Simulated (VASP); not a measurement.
# KF (I4/mmm) in VASP: notebook

KF is run at these levels: r2SCAN; tasks: single point.

Program: VASP 6.6.1. These are calculated values, not measurements. Logs are shortened: lines on timing, memory, paths and dates and some standing lists are left out, and cuts for length are marked.

## 1. The cell of the first run

The structure is tetragonal, space group I4/mmm (No. 139). Conventional cell: a = 3.847 Å, b = 3.847 Å, c = 5.347 Å, α = 90.00°, β = 90.00°, γ = 90.00°. Within 3.5 Å of K (site symmetry 4/mmm) lie 6 F at 2.67 to 2.72 Å. F (site symmetry 4/mmm) has 6 K at 2.67 to 2.72 Å within 3.5 Å.

## 2. Single point, r2SCAN (strain +0.0175 x Voigt [1, 1, 0, 0, 0, 0])

Contents of POSCAR:

```
KF
1.0
    0.0000000000      2.7202862500      2.6735000000
    2.7202862500      0.0000000000      2.6735000000
    2.7202862500      2.7202862500      0.0000000000
K F
1 1
Direct
    0.0000000000      0.0000000000      0.0000000000
    0.5000000000      0.5000000000      0.5000000000
```

Contents of INCAR.step1:

```
SYSTEM = KF
PREC = Accurate
ENCUT = 520
ISMEAR = 0
SIGMA = 0.05
LREAL = .FALSE.
LASPH = .TRUE.
NELM = 60
NBANDS = 15
GGA = PE
ALGO = Normal
EDIFF = 1E-4
LWAVE = .TRUE.
LCHARG = .FALSE.
```

Contents of INCAR.step2:

```
SYSTEM = KF
PREC = Accurate
ENCUT = 520
EDIFF = 1E-6
ISMEAR = 0
SIGMA = 0.05
LREAL = .FALSE.
LASPH = .TRUE.
NELM = 60
ALGO = Normal
ISIF = 2
LWAVE = .FALSE.
LCHARG = .FALSE.
METAGGA = R2SCAN
LMIXTAU = .TRUE.
NBANDS = 15
ISTART = 1
```

Contents of KPOINTS:

```
regular mesh
0
G
  8 8 8
  0 0 0
```

Potentials or basis: VASP PAW PBE potentials, release 64 (K_sv, F).

Run with:

```
$ cat potpaw_PBE.64/K_sv/POTCAR potpaw_PBE.64/F/POTCAR > POTCAR
$ cp INCAR.step1 INCAR
$ mpirun -np 1 vasp_std > vasp.out
$ cp INCAR.step2 INCAR
$ mpirun -np 1 vasp_std > vasp.out
```

OUTCAR:

```text
SYSTEM = KF
   PREC = Accurate
   ENCUT = 520
   EDIFF = 1E-6
   ISMEAR = 0
   LREAL = .FALSE.
   LASPH = .TRUE.
   NELM = 60
   ISIF = 2
   METAGGA = R2SCAN
   ISTART = 1

 ion  position               nearest neighbor table
   1  0.000  0.000  0.000-   2 2.67   2 2.67   2 2.72   2 2.72   2 2.72   2 2.72
   2  0.500  0.500  0.500-   1 2.67   1 2.67   1 2.72   1 2.72   1 2.72   1 2.72

  LATTYP: Found a body centered tetragonal cell.
 ALAT       =     3.8470657083
 C/A-ratio  =     1.3898904790

  Lattice vectors:

 A1 = (   0.0000000000,  -2.7202862500,  -2.6735000000)
 A2 = (   0.0000000000,   2.7202862500,  -2.6735000000)
 A3 = (   2.7202862500,   0.0000000000,   2.6735000000)

Analysis of symmetry for initial positions (statically):
=====================================================================
 Subroutine PRICEL returns:
 Original cell was already a primitive cell.

 Routine SETGRP: Setting up the symmetry group for a
 body centered tetragonal supercell.

 Subroutine GETGRP returns: Found 16 space group operations
 (whereof 16 operations were pure point group operations)
 out of a pool of 16 trial point group operations.

The static configuration has the point symmetry D_4h.

Analysis of symmetry for dynamics (positions and initial velocities):
=====================================================================
 Subroutine PRICEL returns:
 Original cell was already a primitive cell.

 Routine SETGRP: Setting up the symmetry group for a
 body centered tetragonal supercell.

 Subroutine GETGRP returns: Found 16 space group operations
 (whereof 16 operations were pure point group operations)
 out of a pool of 16 trial point group operations.

The dynamic configuration has the point symmetry D_4h.

 Subroutine INISYM returns: Found 16 space group operations
 (whereof 16 operations are pure point group operations),
 and found     1 'primitive' translations

----------------------------------------------------------------------------------------

                                     Primitive cell

  volume of cell :      39.5676

  direct lattice vectors                    reciprocal lattice vectors
     0.000000000  2.720286250  2.673500000    -0.183804186  0.183804186  0.187020759
     2.720286250  0.000000000  2.673500000     0.183804186 -0.183804186  0.187020759
     2.720286250  2.720286250  0.000000000     0.183804186  0.183804186 -0.187020759

  length of vectors
     3.814126313  3.814126313  3.847065708     0.320226048  0.320226048  0.320226048

  position of ions in fractional coordinates (direct lattice)
     0.000000000  0.000000000  0.000000000
     0.500000000  0.500000000  0.500000000

  ion indices of the primitive-cell ions
   primitive index   ion index
                 1           1
                 2           2

----------------------------------------------------------------------------------------

 KPOINTS: regular mesh

Automatic generation of k-mesh.
 Grid dimensions read from file:
 generate k-points for:    8    8    8

 Generating k-lattice:

  Cartesian coordinates                     Fractional coordinates (reciprocal lattice)
    -0.022975523  0.022975523  0.023377595     0.125000000 -0.000000000  0.000000000
     0.022975523 -0.022975523  0.023377595    -0.000000000  0.125000000  0.000000000
     0.022975523  0.022975523 -0.023377595     0.000000000  0.000000000  0.125000000

  Length of vectors
     0.040028256  0.040028256  0.040028256

  Shift w.r.t. Gamma in fractional coordinates (k-lattice)
     0.000000000  0.000000000  0.000000000

 Subroutine IBZKPT returns following result:
 ===========================================

 Found     59 irreducible k-points:

 Following reciprocal coordinates:
            Coordinates               Weight
  0.000000  0.000000  0.000000      1.000000
  0.125000 -0.000000  0.000000      8.000000
  0.250000 -0.000000  0.000000      8.000000
  0.375000  0.000000  0.000000      8.000000
  0.500000 -0.000000  0.000000      4.000000
  0.125000  0.125000  0.000000      2.000000
[... 16 lines left out ...]
  0.250000 -0.000000  0.125000     16.000000
  0.375000 -0.000000  0.125000     16.000000
 [... further k-points ...]
   k-points           NKPTS =     59   k-points in BZ     NKDIM =     59   number of bands    NBANDS=     15
   number of dos      NEDOS =    301   number of ions     NIONS =      2
   total plane-waves  NPLWV =  23520
   dimension x,y,z NGX =    28 NGY =   28 NGZ =   30
   dimension x,y,z NGXF=    56 NGYF=   56 NGZF=   60
   ions per type =               1   1
   NGX,Y,Z   is equivalent  to a cutoff of  12.20, 12.20, 12.96 a.u.
   NGXF,Y,Z  is equivalent  to a cutoff of  24.41, 24.41, 25.93 a.u.
 SYSTEM =  KF
   PREC   = accura    normal or accurate (medium, high low for compatibility)
   ISTART =      1    job   : 0-new  1-cont  2-samecut
   ICHARG =      0    charge: 1-file 2-atom 10-const
   ISPIN  =      1    spin polarized calculation?
   LNONCOLLINEAR =      F non collinear calculations
   LSORBIT =      F    spin-orbit coupling
   LASPH  =      T    aspherical Exc in radial PAW
   ENCUT  =  520.0 eV  38.22 Ry    6.18 a.u.   7.09  7.09  7.15*2*pi/ulx,y,z
   NELM   =     60;   NELMIN=  2; NELMDL=  0     # of ELM steps
   EDIFF  = 0.1E-05   stopping-criterion for ELM
   LREAL  =      F    real-space projection
   EDIFFG = 0.1E-04   stopping-criterion for IOM
   NSW    =      0    number of steps for IOM
   IBRION =     -1    ionic relax: 0-MD 1-quasi-New 2-CG
   NFREE  =      0    steps in history (QN), initial steepest desc. (CG)
   ISIF   =      2    stress and relaxation
   ISYM   =      2    0-nonsym 1-usesym 2-fastsym
   POTIM  = 0.5000    time-step for ionic-motion
   TEBEG  =    0.0;   TEEND  =   0.0 temperature during run
   PSTRESS=    0.0 pullay stress
   NELECT =      16.0000    total number of electrons
   NUPDOWN=      -1.0000    fix difference up-down
   EMIN   =  10.00;   EMAX   =-10.00  energy-range for DOS
   EFERMI =   0.00;   METHOD = LEGACY
   ISMEAR =     0;   SIGMA  =   0.05  broadening in eV -4-tet -1-fermi 0-gaus
   EFERMI_NEDOS =   21; number of points for ismear=-14 and -15
   IALGO  =     38    algorithm
   IMIX   =      4    mixing-type and parameters
     AMIX     =   0.40;   BMIX     =  1.00
     AMIX_MAG =   1.60;   BMIX_MAG =  1.00
  volume/ion in A,a.u.               =      19.78       133.51
  Fermi-wavevector in a.u.,A,eV,Ry     =   1.210603  2.287708 19.940144  1.465559
  Thomas-Fermi vector in A             =   2.346144
   LORBIT       =      0    0 simple, 1 ext, 2 COOP (PROOUT), +10 PAW based schemes
   METAGGA = R2SCAN    functional components
   LHFCALC =     F    Hartree Fock is set to
   AEXX    =    0.0000 exact exchange contribution
   IVDW    =     0    specifies the selected vdW correction
   LEPSILON=     F    determine dielectric tensor
   LRPA    =     F    only Hartree local field effects (RPA)
 non-spin polarized calculation
 Gauss-broadening in eV      SIGMA  =   0.05
  energy-cutoff  :      520.00
  volume of cell :       39.57
 maximum number of plane-waves:      1086
   NGX = 15   NGY = 15   NGZ = 15

 number of electron      15.9999997 magnetization

 Free energy of the ion-electron system (eV)
  ---------------------------------------------------
  ext. energy  EPLUGINS =         0.00000000
  ---------------------------------------------------
  free energy    TOTEN  =       -14.96366889 eV

  energy without entropy =      -14.96366889  energy(sigma->0) =      -14.96366889

 E-fermi :  -3.1137     XC(G=0):  -8.7155

 val. band max:       -3.4235880041   @ k =   0.0000   0.0000   0.0000
 cond. band min:       3.1975648907   @ k =   0.0000   0.0000   0.0000
 fundamental gap:      6.6211528948
 Fermi energy:        -3.1136784063

 k-point     1 :       0.0000    0.0000    0.0000
  band No.  band energies     occupation
      1     -30.6684      2.00000
      2     -23.2115      2.00000
      3     -13.1814      2.00000
      4     -13.1814      2.00000
      5     -13.1741      2.00000
      6      -3.4472      2.00000
      7      -3.4472      2.00000
      8      -3.4236      2.00000
      9       3.1976      0.00000
     10       7.8816      0.00000
     11       7.8816      0.00000
     12       7.9779      0.00000
     13       9.6352      0.00000
     14       9.8135      0.00000
     15      13.5015      0.00000

 k-point     2 :       0.1250   -0.0000    0.0000
  band No.  band energies     occupation
      1     -30.6569      2.00000
      2     -23.2213      2.00000
      3     -13.2170      2.00000
      4     -13.1876      2.00000
      5     -13.1796      2.00000
      6      -3.5657      2.00000
      7      -3.4922      2.00000
      8      -3.4786      2.00000
      9       3.6159      0.00000
     10       7.6121      0.00000
     11       8.0915      0.00000
     12       8.1542      0.00000
     13       9.7713      0.00000
     14       9.9476      0.00000
     15      14.2968      0.00000

 k-point     3 :       0.2500   -0.0000    0.0000
  band No.  band energies     occupation
      1     -30.6289      2.00000
      2     -23.2458      2.00000
      3     -13.3065      2.00000
      4     -13.2022      2.00000
      5     -13.1884      2.00000
      6      -3.8352      2.00000
      7      -3.5989      2.00000
      8      -3.5929      2.00000
      9       4.6691      0.00000
     10       7.1923      0.00000
     11       8.6083      0.00000
     12       8.6718      0.00000
     13      10.2057      0.00000
     14      10.3619      0.00000
     15      15.4947      0.00000
[... 343 lines left out ...]
 k-point    23 :       0.2500   -0.0000    0.1250
  band No.  band energies     occupation
      1     -30.6318      2.00000
      2     -23.2371      2.00000
      3     -13.2865      2.00000
      4     -13.2272      2.00000
      5     -13.2132      2.00000
      6      -3.8273      2.00000
      7      -3.5372      2.00000
      8      -3.5052      2.00000
      9       4.5403      0.00000
     10       6.8793      0.00000
     11       8.7281      0.00000
     12       8.8372      0.00000
     13      10.0081      0.00000
     14      10.2506      0.00000
     15      15.7069      0.00000

 k-point    24 :       0.3750   -0.0000    0.1250
  band No.  band energies     occupation
      1     -30.6041      2.00000
      2     -23.2581      2.00000
      3     -13.3842      2.00000
      4     -13.2439      2.00000
      5     -13.2329      2.00000
      6      -3.9769      2.00000
      7      -3.6691      2.00000
      8      -3.6152      2.00000
      9       5.6449      0.00000
     10       6.8084      0.00000
     11       9.0584      0.00000
     12       9.3260      0.00000
     13      10.6238      0.00000
     14      10.9427      0.00000
     15      14.6697      0.00000

 [... further k-points ...]

------------------------ aborting loop because EDIFF is reached ----------------------------------------

  FORCE on cell =-STRESS in cart. coord.  units (eV):
  Direction    XX          YY          ZZ          XY          YZ          ZX
  --------------------------------------------------------------------------------------
  -------------------------------------------------------------------------------------
  Total       -0.4683986     -0.4683986     -0.2556839      0.0000000     -0.0000000     -0.0000000
  in kB      -18.9664819    -18.9664819    -10.3531976      0.0000000     -0.0000000     -0.0000000
  external PRESSURE =     -16.0953871 kB  Pullay stress =       0.0000000 kB

 VOLUME and BASIS-vectors are now :
 -----------------------------------------------------------------------------
  energy-cutoff  :      520.00
  volume of cell :       39.57
      direct lattice vectors                 reciprocal lattice vectors
     0.000000000  2.720286250  2.673500000    -0.183804186  0.183804186  0.187020759
     2.720286250  0.000000000  2.673500000     0.183804186 -0.183804186  0.187020759
     2.720286250  2.720286250  0.000000000     0.183804186  0.183804186 -0.187020759

 POSITION                                       TOTAL-FORCE (eV/Angst)
 -----------------------------------------------------------------------------------
      0.00000      0.00000      0.00000         0.000000      0.000000      0.000000
      2.72029      2.72029      2.67350        -0.000000     -0.000000      0.000000
 -----------------------------------------------------------------------------------
    total drift:                                0.000000      0.000000      0.000000

  FREE ENERGIE OF THE ION-ELECTRON SYSTEM (eV)
  ---------------------------------------------------
  free  energy   TOTEN  =       -14.9636688882 eV

  energy  without entropy=      -14.9636688882  energy(sigma->0) =      -14.96366889
```

It took 2.2 min on 1 thread of AMD EPYC 7R13 (Zen 3), shared host; peak memory 0.15 GiB.

What came out:

- Free energy: -14.9637 eV
- Pressure: -1.6 GPa
- Band gap on the k mesh: 6.62 eV

Caveat: the cell differs from its parent crystal (strain +0.0175 x Voigt [1, 1, 0, 0, 0, 0]); the PAW data sets were made with another functional, which shifts forces and pressure a little. A k mesh can miss the band edges.

## 3. Single point, r2SCAN (strain +0.0200 x Voigt [1, 1, 0, 0, 0, 0])

Contents of POSCAR:

```
KF
1.0
    0.0000000000      2.7269700000      2.6735000000
    2.7269700000      0.0000000000      2.6735000000
    2.7269700000      2.7269700000      0.0000000000
K F
1 1
Direct
    0.0000000000      0.0000000000      0.0000000000
    0.5000000000      0.5000000000      0.5000000000
```

Contents of INCAR.step1:

```
PREC = Accurate
ENCUT = 520
ISMEAR = 0
SIGMA = 0.05
LREAL = F
LASPH = T
NELM = 100
NBANDS = 15
GGA = PE
ALGO = Normal
EDIFF = 1E-4
LWAVE = T
LCHARG = F
```

Contents of INCAR.step2:

```
PREC = Accurate
ENCUT = 520
EDIFF = 1E-6
ISMEAR = 0
SIGMA = 0.05
LREAL = F
LASPH = T
NELM = 100
ALGO = Normal
ISIF = 2
LWAVE = F
LCHARG = T
METAGGA = R2SCAN
LMIXTAU = T
LELF = T
LVHAR = T
NBANDS = 15
ISTART = 1
```

Contents of KPOINTS:

```
regular mesh
0
Gamma
  8 8 8
```

Potentials or basis: VASP PAW PBE potentials, release 64 (K_sv, F).

Run with:

```
$ cat potpaw_PBE.64/K_sv/POTCAR potpaw_PBE.64/F/POTCAR > POTCAR
$ cp INCAR.step1 INCAR
$ mpirun -np 1 vasp_std > vasp.out
$ cp INCAR.step2 INCAR
$ mpirun -np 1 vasp_std > vasp.out
```

Wall time 2 min (1 thread of AMD EPYC 7R13 (Zen 3), shared host); peak memory 0.16 GiB.

Results (log left out):

- Free energy: -14.9615 eV
- Pressure: -1.7 GPa
- Band gap on the k mesh: 6.59 eV

Stress tensor (GPa, compression positive):
```
-2.06  0.00  0.00
 0.00 -2.06  0.00
 0.00  0.00 -1.10
```

Levels at points of the mesh, in eV from the valence-band top:
```
           k point  band 4  band 5  band 6  band 7  band 8  band 9  band 10  band 11  band 12  band 13
(0.00, 0.00, 0.00)   -9.78   -9.77   -0.03   -0.03    0.00    6.59    11.29    11.29    11.39    13.02
(0.50, 0.00, 0.00)   -9.82   -9.79   -0.74   -0.32   -0.32    9.48    10.92    12.65    12.77    14.98
(0.50, 0.50, 0.00)   -9.97   -9.97   -0.21   -0.09   -0.09    8.66    10.99    12.19    14.38    14.86
(0.50, 0.00, 0.50)   -9.96   -9.94   -0.26   -0.09   -0.06    8.74    10.97    12.01    14.39    14.78
```

Caveat: the cell differs from its parent crystal (strain +0.0200 x Voigt [1, 1, 0, 0, 0, 0]); the PAW data sets were made with another functional, which shifts forces and pressure a little.
